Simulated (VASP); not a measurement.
# Ga (Im-3m) in VASP: further runs, part 2 of 2

VASP 6.6.1.

## (3) Single point, LDA (volume scaled by 0.76)

INCAR reads:

```
  ALGO = Normal
  EDIFF = 1E-6
  ENCUT = 520
  ISIF = 2
  ISMEAR = -1
  LASPH = T
  LCHARG = F
  LREAL = F
  LWAVE = F
  NBANDS = 12
  NELM = 100
  PREC = Accurate
  SIGMA = 0.05
```

KPOINTS reads:

```
k-points
0
Gamma
  16 16 16
```

POSCAR reads:

```
Ga
1.0
   -1.4894234511      1.4894234511      1.4894234511
    1.4894234511     -1.4894234511      1.4894234511
    1.4894234511      1.4894234511     -1.4894234511
Ga
1
Direct
    0.0000000000      0.0000000000      0.0000000000
```

Potentials or basis: VASP PAW LDA potentials, release 64 (Ga_d).

The run is started by

```
$ cat potpaw_LDA.64/Ga_d/POTCAR > POTCAR
$ mpirun -np 1 vasp_std > vasp.out
```

OUTCAR:

```text
EDIFF = 1E-6
   ENCUT = 520
   ISIF = 2
   ISMEAR = -1
   LASPH = T
   LREAL = F
   NELM = 100
   PREC = Accurate

 ion  position               nearest neighbor table
   1  0.000  0.000  0.000-

  LATTYP: Found a body centered cubic cell.
 ALAT       =     2.9788469022

  Lattice vectors:

 A1 = (  -1.4894234511,   1.4894234511,   1.4894234511)
 A2 = (   1.4894234511,  -1.4894234511,   1.4894234511)
 A3 = (   1.4894234511,   1.4894234511,  -1.4894234511)

Analysis of symmetry for initial positions (statically):
=====================================================================
 Subroutine PRICEL returns:
 Original cell was already a primitive cell.

 Routine SETGRP: Setting up the symmetry group for a
 body centered cubic supercell.

 Subroutine GETGRP returns: Found 48 space group operations
 (whereof 48 operations were pure point group operations)
 out of a pool of 48 trial point group operations.

The static configuration has the point symmetry O_h .

Analysis of symmetry for dynamics (positions and initial velocities):
=====================================================================
[... 159 lines left out ...]
 fundamental gap:      0.1139903853
 Fermi energy:         9.3543242099

 k-point     1 :       0.0000    0.0000    0.0000
  band No.  band energies     occupation
      1      -6.3395      2.00000
      2      -6.3395      2.00000
      3      -6.3395      2.00000
      4      -5.9172      2.00000
      5      -5.9172      2.00000
      6      -4.9632      2.00000
      7      26.7308      0.00000
      8      26.7308      0.00000
      9      26.7308      0.00000
     10      29.5006      0.00000
     11      29.5006      0.00000
     12      29.5006      0.00000
[... 331 lines left out ...]
 k-point    24 :       0.2500    0.1875    0.0000
  band No.  band energies     occupation
      1      -6.5038      2.00000
      2      -6.3757      2.00000
      3      -6.0019      2.00000
      4      -5.9820      2.00000
      5      -5.8422      2.00000
      6       0.3345      2.00000
      7      11.3521      0.00000
      8      13.4982      0.00000
      9      19.5025      0.00000
     10      26.9573      0.00000
     11      28.8179      0.00000
     12      32.9779      0.00000

 [... further k-points ...]
[... 5 lines left out ...]
  --------------------------------------------------------------------------------------
  -------------------------------------------------------------------------------------
  Total        2.8223843      2.8223843      2.8223843      0.0000000      0.0000000     -0.0000000
  in kB      342.1465526    342.1465526    342.1465526      0.0000000      0.0000000     -0.0000000
  external PRESSURE =     342.1465526 kB  Pullay stress =       0.0000000 kB

 VOLUME and BASIS-vectors are now :
 -----------------------------------------------------------------------------
  energy-cutoff  :      520.00
  volume of cell :       13.22
      direct lattice vectors                 reciprocal lattice vectors
    -1.489423451  1.489423451  1.489423451     0.000000000  0.335700368  0.335700368
     1.489423451 -1.489423451  1.489423451     0.335700368  0.000000000  0.335700368
     1.489423451  1.489423451 -1.489423451     0.335700368  0.335700368  0.000000000

 POSITION                                       TOTAL-FORCE (eV/Angst)
 -----------------------------------------------------------------------------------
      0.00000      0.00000      0.00000         0.000000     -0.000000     -0.000000
 -----------------------------------------------------------------------------------
    total drift:                                0.000000     -0.000000      0.000000

  FREE ENERGIE OF THE ION-ELECTRON SYSTEM (eV)
  ---------------------------------------------------
  free  energy   TOTEN  =        -3.1916970261 eV

  energy  without entropy=       -3.1887298560  energy(sigma->0) =       -3.19021344
```

OSZICAR:

```text
N       E                     dE             d eps       ncg     rms          rms(c)
DAV:   1     0.399722923679E+02    0.39972E+02   -0.66260E+03  3948   0.209E+03
DAV:   2    -0.160561759624E+01   -0.41578E+02   -0.39690E+02  3632   0.255E+02
DAV:   3    -0.325166107918E+01   -0.16460E+01   -0.16418E+01  4048   0.429E+01
DAV:   4    -0.326240606722E+01   -0.10745E-01   -0.10744E-01  3980   0.347E+00
DAV:   5    -0.326249740195E+01   -0.91335E-04   -0.91334E-04  4036   0.309E-01    0.133E+00
DAV:   6    -0.320853240930E+01    0.53965E-01   -0.68041E-02  4140   0.654E+00    0.606E-01
DAV:   7    -0.319344881622E+01    0.15084E-01   -0.10821E-02  4292   0.209E+00    0.146E-01
DAV:   8    -0.319170032210E+01    0.17485E-02   -0.12232E-03  4120   0.628E-01    0.954E-03
DAV:   9    -0.319169679871E+01    0.35234E-05   -0.97824E-06  4200   0.571E-02    0.383E-03
DAV:  10    -0.319169702614E+01   -0.22743E-06   -0.40541E-07  2844   0.826E-03
   1 F= -.31916970E+01 E0= -.31902134E+01  d E =-.296717E-02
```

It took 6.3 s on 1 thread of Intel Xeon 6975P-C (Granite Rapids), shared host; peak memory 0.13 GiB.

Results:

```yaml
Free_energy: -3.1917 eV
Pressure: 34.2 GPa
```

## (4) Single point, LDA (volume scaled by 0.84)

INCAR reads:

```
SYSTEM = Ga
ALGO     = Normal         ! electronic algorithm
EDIFF    = 1E-6           ! SCF threshold, eV
ENCUT    = 520            ! plane-wave cutoff, eV
GGA      = CA             ! functional
ISIF     = 2              ! what is computed and relaxed
ISMEAR   = -1             ! smearing method
LASPH    = .True.         ! aspherical terms in the spheres
LCHARG   = .True.         ! write CHGCAR
LELF     = .True.         ! ELF
LREAL    = .False.        ! projectors in reciprocal space
LVHAR    = .True.       
LWAVE    = .False.        ! write WAVECAR
NBANDS   = 12             ! bands
NELM     = 100            ! most SCF steps
PREC     = Accurate       ! precision mode
SIGMA    = 0.05           ! smearing width, eV
```

KPOINTS reads:

```
k-points
0
Gamma
  16 16 16
  0 0 0
```

POSCAR reads:

```
Ga
1.0
   -1.5399504682      1.5399504682      1.5399504682
    1.5399504682     -1.5399504682      1.5399504682
    1.5399504682      1.5399504682     -1.5399504682
Ga
1
Direct
    0.0000000000      0.0000000000      0.0000000000
```

The run is started by

```
$ cat potpaw_LDA.64/Ga_d/POTCAR > POTCAR
$ mpirun -np 1 vasp_std > vasp.out
```

It took 6.6 s on 1 thread of Intel Xeon 6975P-C (Granite Rapids), shared host; peak memory 0.13 GiB.

Results (log left out):

| Item | Value |
| --- | --- |
| Free energy | -3.4084 eV |
| Pressure | 17.1 GPa |

Levels at points of the mesh, in eV from the Fermi level:
| k point | band 2 | band 3 | band 4 | band 5 | band 6 | band 7 | band 8 | band 9 | band 10 | band 11 |
| --- | --- | --- | --- | --- | --- | --- | --- | --- | --- | --- |
| (0.00, 0.00, 0.00) | -15.42 | -15.42 | -15.08 | -15.08 | -13.27 | 15.82 | 15.82 | 15.82 | 19.51 | 19.51 |
| (0.50, 0.00, 0.00) | -15.59 | -15.10 | -15.08 | -14.87 | -5.06 | -4.67 | 8.47 | 10.50 | 13.02 | 14.28 |
| (0.50, 0.50, 0.50) | -15.66 | -14.92 | -14.92 | -14.92 | 1.61 | 1.61 | 1.61 | 3.67 | 6.18 | 6.18 |
